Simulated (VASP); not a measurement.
A run of VASP 6.6.1 is set up as follows.

Contents of INCAR:

```
PREC = Accurate
ENCUT = 520
EDIFF = 1E-7
ISMEAR = -1
SIGMA = 0.1
LREAL = F
LASPH = T
NELM = 80
ALGO = Normal
ISIF = 2
LWAVE = F
LCHARG = F
NBANDS = 12
```

File KPOINTS:

```
Automatic mesh
0
Gamma
  9 9 4
```

Contents of POSCAR:

```
Nb
1.0
    3.0710600000      0.0000000000      0.0000000000
   -1.5355300000      2.6596200000      0.0000000000
    0.0000000000      0.0000000000      6.5652900000
Nb
1
Direct
    0.0000000000      0.0000000000      0.0000000000
```

Potentials or basis: VASP PAW LDA potentials, release 64 (Nb_sv).

Run with:

```sh
$ cat potpaw_LDA.64/Nb_sv/POTCAR > POTCAR
$ mpirun -np 1 vasp_std > vasp.out
```

(1) Predict the pressure.

Answers

(1) -12.9 GPa.
